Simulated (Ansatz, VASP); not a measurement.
**One calculation of Ti, two programs**

```
Ti
1.0
     0.00000    2.03000    2.09090
     2.03000    0.00000    2.09090
     2.03000    2.03000    0.00000
Ti
1
Direct
  0.00000 0.00000 0.00000
```

Change from the starting cell: zz strain of +3 %, PAW files.

Alike in both runs: task electric field gradients; functional PBE; k mesh 15 × 15 × 15; occupations fermi-dirac, width 0.05 eV; no spin polarisation.

```csv
,VASP,Ansatz
version,VASP 6.6.1,Ansatz 0.2.0
potentials or method,"VASP PAW PBE potentials, release 64 (Ti_sv)","PAW with Ansatz's default frozen-core files, scalar-relativistic"
plane-wave cutoff (eV),520,420
valence electrons in the cell,12,12
```

```csv
,VASP,Ansatz,Ansatz less VASP
pressure (GPa),0.7,1.0,+0.28
"traceless stress, the component that is largest in VASP (GPa)",-0.66,-0.65,+0.005
size of Vzz on the site where it differs most (V/Å²),3.3,3.5,+0.24
```
